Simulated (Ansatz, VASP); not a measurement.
# BN in VASP and in Ansatz

File INCAR:

```
  PREC = Accurate
  ENCUT = 520
  EDIFF = 1E-6
  ISMEAR = 0
  SIGMA = 0.02
  LREAL = F
  LASPH = T
  NELM = 100
  ALGO = Normal
  ISIF = 2
  LWAVE = F
  LCHARG = T
  GGA = PE
  IVDW = 12
  LELF = T
  LVHAR = T
  NBANDS = 11
```

KPOINTS

```
regular mesh
0
Gamma
  12 12 12
```

Contents of POSCAR:

```
BN
1.0
    1.2530569069      0.7234527425      3.2948837565
   -1.2530569069      0.7234527425      3.2948837565
    0.0000000000     -1.4469054851      3.2948837565
B N
1 1
Direct
    0.9996975442      0.9996975442      0.9996975442
    0.3327354558      0.3327354558      0.3327354558
```

Input for Ansatz:

```yaml
crystal:
  lattice:
    - [1.2530569069, 0.7234527425, 3.2948837565]
    - [-1.2530569069, 0.7234527425, 3.2948837565]
    - [0.0, -1.4469054851, 3.2948837565]
  atoms:
    - { symbol: B, position: [0.9996975442, 0.9996975442, 0.9996975442] }
    - { symbol: "N", position: [0.3327354558, 0.3327354558, 0.3327354558] }
basis:
  ecutwfc: 420
kpoints:
  mp_grid: { grid: [12, 12, 12] }
  band_path: { path: [VBM, CBM], npoints: 2 }
hamiltonian:
  xc: pbe
  dispersion: d3bj
scf:
  occupations: { method: gaussian, width: 0.02 }
output:
  forces: true
  stress: true
  eigenvalues: true
checkpoint:
  read: start.run
  write: ck
  compress: false
  write_wavefunctions: false
  write_every: 100000
```

Alike in both runs: task single point; functional PBE; dispersion D3(BJ); k mesh 12 × 12 × 12; occupations gaussian, width 0.02 eV; no spin polarisation.

|  | VASP | Ansatz |
| --- | --- | --- |
| version | VASP 6.6.1 | Ansatz 0.2.0 |
| potentials or method | VASP PAW PBE potentials, release 64 (B, N), cutoff 520 eV | scalar-relativistic, plane waves, PAW |
| valence electrons in the cell | 8 | 8 |

|  | VASP | Ansatz | Ansatz less VASP |
| --- | --- | --- | --- |
| gap on the k mesh at the Fermi level (eV) | 4.23 | 4.24 | +0.007 |
| least direct gap on the mesh (eV) | 4.69 | 4.69 | +0.002 |
| pressure (GPa) | 0.1 | 0.0 | -0.09 |
| traceless stress, the component that is largest in VASP (GPa) | -0.22 | -0.01 | +0.205 |
